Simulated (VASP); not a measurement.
# Y2AlN3 in VASP: a series of runs, part 2 of 3

VASP 6.6.1. The steps go on from the part before.

## (4) Single point, PBE

This run uses another cell than the first one: it holds 12 atoms, not 6.

INCAR reads:

```
ALGO = Normal ; EDIFF = 1E-6
ENCUT = 520 ; GGA = PE
ISIF = 2 ; ISMEAR = 0
LASPH = T ; LCHARG = F
LREAL = F ; LWAVE = F
NBANDS = 52 ; NELM = 100
PREC = Accurate ; SIGMA = 0.1
```

KPOINTS reads:

```
k-points
0
Gamma
  4 2 2
```

POSCAR reads:

```
Y2AlN3
1.0
    3.3149097012      0.0000000000      0.0000000000
    0.0000000000      5.7415920250      0.0000000000
    0.0000000000      0.0000000000      7.9775796984
Y Al N
4 2 6
Direct
    1.0000000000      0.3333333333      0.6818569126
    0.5000000000      0.8333333333      0.6818569126
    0.5000000000      0.1666666667      0.3181430874
    1.0000000000      0.6666666667      0.3181430874
    1.0000000000      0.0000000000      1.0000000000
    0.5000000000      0.5000000000      1.0000000000
    1.0000000000      0.3333333333      0.1400806793
    0.5000000000      0.8333333333      0.1400806793
    0.5000000000      0.1666666667      0.8599193207
    1.0000000000      0.6666666667      0.8599193207
    0.0000000000      0.0000000000      0.5000000000
    0.5000000000      0.5000000000      0.5000000000
```

Potentials or basis: VASP PAW PBE potentials, release 64 (Y_sv, Al, N).

Command:

```sh
$ cat potpaw_PBE.64/Y_sv/POTCAR potpaw_PBE.64/Al/POTCAR potpaw_PBE.64/N/POTCAR > POTCAR
$ mpirun -np 1 vasp_std > vasp.out
```

OUTCAR:

```text
EDIFF = 1E-6
   ENCUT = 520
   GGA = PE
   ISIF = 2
   ISMEAR = 0
   LASPH = T
   LREAL = F
   NELM = 100
   PREC = Accurate

 ion  position               nearest neighbor table
   1  0.000  0.333  0.682-   9 2.38   9 2.38  10 2.38  11 2.40  12 2.40  12 2.40   5 3.18   6 3.18
                             6 3.18   2 3.31   2 3.31   2 3.31   2 3.31   3 3.48   3 3.48   4 3.48
   2  0.500  0.833  0.682-  10 2.38  10 2.38   9 2.38  12 2.40  11 2.40  11 2.40   6 3.18   5 3.18
                             5 3.18   1 3.31   1 3.31   1 3.31   1 3.31   4 3.48   4 3.48   3 3.48
   3  0.500  0.167  0.318-   7 2.38   7 2.38   8 2.38  12 2.40  11 2.40  11 2.40   6 3.18   5 3.18
                             5 3.18   4 3.31   4 3.31   4 3.31   4 3.31   1 3.48   1 3.48   2 3.48
   4  0.000  0.667  0.318-   8 2.38   8 2.38   7 2.38  11 2.40  12 2.40  12 2.40   5 3.18   6 3.18
                             6 3.18   3 3.31   3 3.31   3 3.31   3 3.31   2 3.48   2 3.48   1 3.48
   5  0.000  0.000  0.000-   7 2.22  10 2.22   9 2.22   8 2.22   8 2.22   9 2.22   1 3.18   4 3.18
                             2 3.18   3 3.18   3 3.18   2 3.18   6 3.31   6 3.31   6 3.31   6 3.31
   6  0.500  0.500  0.000-   8 2.22   9 2.22   7 2.22  10 2.22   7 2.22  10 2.22   2 3.18   3 3.18
                             1 3.18   4 3.18   1 3.18   4 3.18   5 3.31   5 3.31   5 3.31   5 3.31
   7  0.000  0.333  0.140-   5 2.22   6 2.22   6 2.22   3 2.38   3 2.38   4 2.38
   8  0.500  0.833  0.140-   6 2.22   5 2.22   5 2.22   4 2.38   4 2.38   3 2.38
   9  0.500  0.167  0.860-   6 2.22   5 2.22   5 2.22   1 2.38   1 2.38   2 2.38
  10  0.000  0.667  0.860-   5 2.22   6 2.22   6 2.22   2 2.38   2 2.38   1 2.38
  11  0.000  0.000  0.500-   1 2.40   4 2.40   3 2.40   2 2.40   2 2.40   3 2.40
  12  0.500  0.500  0.500-   2 2.40   3 2.40   1 2.40   4 2.40   1 2.40   4 2.40

  LATTYP: Found a simple orthorhombic cell.
 ALAT       =     3.3149097012
 B/A-ratio  =     1.7320508076
 C/A-ratio  =     2.4065752667

  Lattice vectors:

 A1 = (   3.3149097012,   0.0000000000,   0.0000000000)
 A2 = (   0.0000000000,   5.7415920250,   0.0000000000)
 A3 = (   0.0000000000,   0.0000000000,   7.9775796984)

Analysis of symmetry for initial positions (statically):
=====================================================================
 Subroutine PRICEL returns following result:

[... 179 lines left out ...]

 Free energy of the ion-electron system (eV)
  ---------------------------------------------------
  ext. energy  EPLUGINS =         0.00000000
  ---------------------------------------------------
  free energy    TOTEN  =       -99.54630985 eV

  energy without entropy =      -99.54628432  energy(sigma->0) =      -99.54629709

 E-fermi :   5.7973     XC(G=0): -11.4642

 val. band max:        5.5594478530   @ k =   0.0000   0.0000   0.0000
 cond. band min:       6.0556554313   @ k =   0.5000   0.5000   0.0000
 fundamental gap:      0.4962075784
 Fermi energy:         5.7973248847

 k-point     1 :       0.0000    0.0000    0.0000
  band No.  band energies     occupation
      1     -35.3953      2.00000
      2     -35.3366      2.00000
      3     -35.2448      2.00000
      4     -35.2269      2.00000
      5     -16.2803      2.00000
      6     -16.0893      2.00000
[... 649 lines left out ...]
     51      12.6772      0.00000
     52      12.6794      0.00000

------------------------ aborting loop because EDIFF is reached ----------------------------------------

  FORCE on cell =-STRESS in cart. coord.  units (eV):
  Direction    XX          YY          ZZ          XY          YZ          ZX
  --------------------------------------------------------------------------------------
  -------------------------------------------------------------------------------------
  Total        0.2484491     -0.2841992     -0.3465211      0.0000000      0.0048332      0.0000000
  in kB        2.6216384     -2.9988743     -3.6564963      0.0000000      0.0510004      0.0000000
  external PRESSURE =      -1.3445774 kB  Pullay stress =       0.0000000 kB

 VOLUME and BASIS-vectors are now :
 -----------------------------------------------------------------------------
  energy-cutoff  :      520.00
  volume of cell :      151.84
      direct lattice vectors                 reciprocal lattice vectors
     3.314909701  0.000000000  0.000000000     0.301667342  0.000000000  0.000000000
     0.000000000  5.741592025  0.000000000     0.000000000  0.174167721  0.000000000
     0.000000000  0.000000000  7.977579698     0.000000000  0.000000000  0.125351302

 POSITION                                       TOTAL-FORCE (eV/Angst)
 -----------------------------------------------------------------------------------
      0.00000      1.91386      5.43957         0.000000     -0.008952      0.015841
      1.65745      4.78466      5.43957        -0.000000     -0.008952      0.015841
      1.65745      0.95693      2.53801        -0.000000      0.008952     -0.015841
      0.00000      3.82773      2.53801        -0.000000      0.008952     -0.015841
      0.00000      0.00000      0.00000        -0.000000     -0.000000     -0.000000
      1.65745      2.87080      0.00000         0.000000     -0.000000     -0.000000
      0.00000      1.91386      1.11750         0.000000     -0.013420      0.021492
      1.65745      4.78466      1.11750         0.000000     -0.013420      0.021492
      1.65745      0.95693      6.86007         0.000000      0.013420     -0.021492
      0.00000      3.82773      6.86007         0.000000      0.013420     -0.021492
      0.00000      0.00000      3.98879         0.000000     -0.000000     -0.000000
      1.65745      2.87080      3.98879         0.000000     -0.000000     -0.000000
 -----------------------------------------------------------------------------------
    total drift:                                0.000000      0.000000      0.000000

  FREE ENERGIE OF THE ION-ELECTRON SYSTEM (eV)
  ---------------------------------------------------
  free  energy   TOTEN  =       -99.5463098542 eV

  energy  without entropy=      -99.5462843235  energy(sigma->0) =      -99.54629709
```

stdout:

```text
POSCAR found type information on POSCAR Y AlN
 POSCAR found :  3 types and      12 ions
 scaLAPACK will be used
 LDA part: xc-table for (Slater+PW92), standard interpolation
 POSCAR, INCAR and KPOINTS ok, starting setup
 FFT: planning ... GRIDC
 FFT: planning ... GRID_SOFT
 FFT: planning ... GRID
 WAVECAR not read
 entering main loop
```

It took 1.8 min on 1 thread of Intel Xeon 6975P-C (Granite Rapids), shared host; peak memory 0.3 GiB.

What came out:

```
Free energy            : -99.5463 eV
Pressure               : -0.1 GPa
Largest force          : 0.025 eV/Å
Band gap on the k mesh : 0.50 eV
```

Forces on the atoms (eV/Å):
```
Y    0.000 -0.009  0.016
Y    0.000 -0.009  0.016
Y    0.000  0.009 -0.016
Y    0.000  0.009 -0.016
Al   0.000  0.000  0.000
Al   0.000  0.000  0.000
N    0.000 -0.013  0.021
N    0.000 -0.013  0.021
N    0.000  0.013 -0.021
N    0.000  0.013 -0.021
N    0.000  0.000  0.000
N    0.000  0.000  0.000
```

Stress tensor (GPa, compression positive):
```
 0.26  0.00  0.00
 0.00 -0.30  0.01
 0.00  0.01 -0.37
```

Caveat: the k points lie up to 0.55 Å⁻¹ apart; semilocal functionals underestimate gaps, and a narrow one can read as zero.

## (5) Single point, PBE

This run uses another cell than the first one: it holds 12 atoms, not 6.

INCAR reads:

```
SYSTEM = Y2AlN3
  ALGO = Normal
  EDIFF = 1E-7
  ENCUT = 520
  GGA = PE
  ISIF = 2
  ISMEAR = 0
  LASPH = .True.
  LCHARG = .False.
  LREAL = .False.
  LWAVE = .False.
  NBANDS = 52
  NELM = 80
  PREC = Accurate
  SIGMA = 0.1
```

KPOINTS reads:

```
k-points
0
Gamma
  4 2 2
  0 0 0
```

POSCAR reads:

```
Y2AlN3
1.0
    3.3285957596     -0.0008671064      0.0010971001
   -0.0013971804      5.7287891338     -0.0122843124
    0.0030969367     -0.0166855787      7.9723612941
Y Al N
4 2 6
Direct
    0.9998527323      0.3343427134      0.6818782917
    0.4997701108      0.8343522326      0.6818773418
    0.5001338959      0.1656218644      0.3180923456
    1.0002467188      0.6656253060      0.3180925431
    0.9997383025      0.0000308683      0.9999921318
    0.5002274668      0.5000268091      0.9999928187
    1.0004113763      0.3307962234      0.1402857983
    0.5005805779      0.8308056495      0.1402999508
    0.4995871054      0.1691888625      0.8597292887
    0.9994343428      0.6691959671      0.8597462230
   -0.0000295627      0.0000057179      0.5000096876
    0.5000469332      0.5000077857      0.5000035788
```

Potentials or basis: VASP PAW PBE potentials, release 64 (Y_sv, Al, N).

Command:

```sh
$ cat potpaw_PBE.64/Y_sv/POTCAR potpaw_PBE.64/Al/POTCAR potpaw_PBE.64/N/POTCAR > POTCAR
$ mpirun -np 1 vasp_std > vasp.out
```

OUTCAR:

```text
SYSTEM = Y2AlN3
   EDIFF = 1E-7
   ENCUT = 520
   GGA = PE
   ISIF = 2
   ISMEAR = 0
   LASPH = .True.
   LREAL = .False.
   NELM = 80
   PREC = Accurate

 ion  position               nearest neighbor table
   1  1.000  0.334  0.682-  10 2.38   9 2.38   9 2.39  11 2.40  12 2.40  12 2.41   6 3.17   6 3.18
                             5 3.18   2 3.31   2 3.31   2 3.31   2 3.31   4 3.47   3 3.48   3 3.48
   2  0.500  0.834  0.682-   9 2.38  10 2.38  10 2.39  12 2.40  11 2.40  11 2.41   5 3.17   5 3.18
                             6 3.18   1 3.31   1 3.31   1 3.31   1 3.31   3 3.47   4 3.48   4 3.48
   3  0.500  0.166  0.318-   8 2.38   7 2.38   7 2.38  12 2.40  11 2.40  11 2.41   5 3.17   5 3.18
                             6 3.18   4 3.31   4 3.31   4 3.31   4 3.31   2 3.47   1 3.48   1 3.48
   4  0.000  0.666  0.318-   7 2.38   8 2.38   8 2.38  11 2.40  12 2.40  12 2.41   6 3.17   6 3.18
                             5 3.18   3 3.31   3 3.31   3 3.31   3 3.31   1 3.47   2 3.48   2 3.48
   5  1.000  0.000  1.000-   7 2.20  10 2.20   8 2.23   9 2.23   9 2.23   8 2.23   3 3.17   2 3.17
                             2 3.18   3 3.18   1 3.18   4 3.18   6 3.31   6 3.31   6 3.31   6 3.31
   6  0.500  0.500  1.000-   8 2.20   9 2.20  10 2.23   7 2.23   7 2.23  10 2.23   1 3.17   4 3.17
                             4 3.18   1 3.18   2 3.18   3 3.18   5 3.31   5 3.31   5 3.31   5 3.31
   7  0.000  0.331  0.140-   5 2.20   6 2.23   6 2.23   4 2.38   3 2.38   3 2.38
   8  0.501  0.831  0.140-   6 2.20   5 2.23   5 2.23   3 2.38   4 2.38   4 2.38
   9  0.500  0.169  0.860-   6 2.20   5 2.23   5 2.23   2 2.38   1 2.38   1 2.39
  10  0.999  0.669  0.860-   5 2.20   6 2.23   6 2.23   1 2.38   2 2.38   2 2.39
  11  1.000  0.000  0.500-   1 2.40   4 2.40   2 2.40   3 2.40   2 2.41   3 2.41
  12  0.500  0.500  0.500-   2 2.40   3 2.40   1 2.40   4 2.40   1 2.41   4 2.41

  LATTYP: Found a triclinic cell.
 ALAT       =     8.7805955469
 B/A-ratio  =     0.3790854545
 C/A-ratio  =     1.1158124020
 COS(alpha) =     0.0002893974
 COS(beta)  =     0.3794645726
 COS(gamma) =     0.7578413651

  Lattice vectors:

 A1 = (  -6.6557943388,  -5.7270549210,   0.0100901122)
 A2 = (  -3.3285957596,   0.0008671064,  -0.0010971001)
 A3 = (  -0.0016997563,  -5.7121035551,  -7.9600769817)

Analysis of symmetry for initial positions (statically):
[... 171 lines left out ...]
 number of electron      79.9999994 magnetization

 Free energy of the ion-electron system (eV)
  ---------------------------------------------------
  ext. energy  EPLUGINS =         0.00000000
  ---------------------------------------------------
  free energy    TOTEN  =       -99.54743505 eV

  energy without entropy =      -99.54741512  energy(sigma->0) =      -99.54742508

 E-fermi :   5.7934     XC(G=0): -11.4583

 val. band max:        5.5503599901   @ k =   0.0000   0.0000   0.0000
 cond. band min:       6.0561440611   @ k =   0.5000   0.5000  -0.0000
 fundamental gap:      0.5057840709
 Fermi energy:         5.7933616679

 k-point     1 :       0.0000    0.0000    0.0000
  band No.  band energies     occupation
      1     -35.4039      2.00000
      2     -35.3453      2.00000
      3     -35.2525      2.00000
      4     -35.2348      2.00000
      5     -16.2877      2.00000
      6     -16.0965      2.00000
[... 649 lines left out ...]
     51      12.6594      0.00000
     52      12.6624      0.00000

------------------------ aborting loop because EDIFF is reached ----------------------------------------

  FORCE on cell =-STRESS in cart. coord.  units (eV):
  Direction    XX          YY          ZZ          XY          YZ          ZX
  --------------------------------------------------------------------------------------
  -------------------------------------------------------------------------------------
  Total       -0.2939480     -0.3467097     -0.2530625     -0.0066762      0.0344432     -0.0353143
  in kB       -3.0979346     -3.6539929     -2.6670405     -0.0703606      0.3629993     -0.3721791
  external PRESSURE =      -3.1396560 kB  Pullay stress =       0.0000000 kB

 VOLUME and BASIS-vectors are now :
 -----------------------------------------------------------------------------
  energy-cutoff  :      520.00
  volume of cell :      152.02
      direct lattice vectors                 reciprocal lattice vectors
     3.328595760 -0.000867106  0.001097100     0.300427046  0.000073020 -0.000116551
    -0.001397180  5.728789134 -0.012284312     0.000045352  0.174557752  0.000365319
     0.003096937 -0.016685579  7.972361294    -0.000041273  0.000268959  0.125433931

 POSITION                                       TOTAL-FORCE (eV/Angst)
 -----------------------------------------------------------------------------------
      3.32975      1.90313      5.43317        -0.000752      0.000065      0.000324
      1.66448      4.76802      5.42647        -0.000889     -0.001550      0.000600
      1.66550      0.94307      2.53446         0.001219      0.001666      0.000781
      0.00088      3.80792      2.52777         0.000566      0.001079      0.000853
      3.33082     -0.01738      7.97339         0.000442     -0.000523     -0.000001
      1.66745      2.84743      7.96671        -0.000247     -0.000119     -0.000160
      0.00134      1.89272      1.11435        -0.001286     -0.000708      0.000375
      1.66550      4.75674      1.10887        -0.002278     -0.000807     -0.000224
      1.66535      0.95447      6.85254         0.001284      0.001031     -0.000773
      3.32844      3.81847      6.84708         0.002134      0.000720     -0.001669
      3.33005     -0.00918      3.98735         0.000155     -0.000349     -0.000206
      1.66530      2.85566      3.98062        -0.000347     -0.000506      0.000101
 -----------------------------------------------------------------------------------
    total drift:                                0.000002      0.000002     -0.000002

  FREE ENERGIE OF THE ION-ELECTRON SYSTEM (eV)
  ---------------------------------------------------
  free  energy   TOTEN  =       -99.5474350474 eV

  energy  without entropy=      -99.5474151178  energy(sigma->0) =      -99.54742508
```

stdout:

```text
POSCAR found type information on POSCAR Y AlN
 POSCAR found :  3 types and      12 ions
 scaLAPACK will be used
 LDA part: xc-table for (Slater+PW92), standard interpolation
 POSCAR, INCAR and KPOINTS ok, starting setup
 FFT: planning ... GRIDC
 FFT: planning ... GRID_SOFT
 FFT: planning ... GRID
 WAVECAR not read
 entering main loop
```

It took 1.8 min on 1 thread of Intel Xeon 6975P-C (Granite Rapids), shared host; peak memory 0.32 GiB.

What came out:

```yaml
Free_energy: -99.5474 eV
Pressure: -0.3 GPa
Band_gap_on_the_k_mesh: 0.51 eV
```

Forces on the atoms (eV/Å):
```
Y   -0.001  0.000  0.000
Y   -0.001 -0.002  0.001
Y    0.001  0.002  0.001
Y    0.001  0.001  0.001
Al   0.000 -0.001  0.000
Al   0.000  0.000  0.000
N   -0.001 -0.001  0.000
N   -0.002 -0.001  0.000
N    0.001  0.001 -0.001
N    0.002  0.001 -0.002
N    0.000  0.000  0.000
N    0.000 -0.001  0.000
```

Stress tensor (GPa, compression positive):
```
-0.31 -0.01 -0.04
-0.01 -0.37  0.04
-0.04  0.04 -0.27
```

Caveat: the k points lie up to 0.55 Å⁻¹ apart; semilocal functionals underestimate gaps, and a narrow one can read as zero.

(Part 2 of 3 ends here.)

The gap in the log of VASP goes by the Fermi energy; the results here count the filled bands.